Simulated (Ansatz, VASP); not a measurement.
# Two plane-wave programs on HCl

```
Cl H
1.0
     5.47220    0.00000    0.00000
    -1.82407    5.15924    0.00000
     0.00000    0.00000   23.49193
Cl H
1 1
Cartesian
  1.5206 4.7532 14.3354
  4.1424 4.8119 13.4283
```

Alike in both runs: task single point; functional PBE; dispersion D3(BJ); k mesh 4 × 4 × 1; occupations gaussian, width 0.1 eV; no spin polarisation.

```csv
,VASP,Ansatz
version,VASP 6.6.1,Ansatz 0.2.0
potentials or method,"VASP PAW PBE potentials, release 64 (Cl, H), cutoff 520 eV","scalar-relativistic, plane waves, PAW"
valence electrons in the cell,8,8
```

```tsv
	VASP	Ansatz	Ansatz less VASP
gap on the k mesh at the Fermi level (eV)	0.27	0.27	-0.005
rms of the force components (eV/Å)	0.436	0.435	-0.0015
```

Atom by atom the forces differ by 0.002 eV/Å (rms over components).
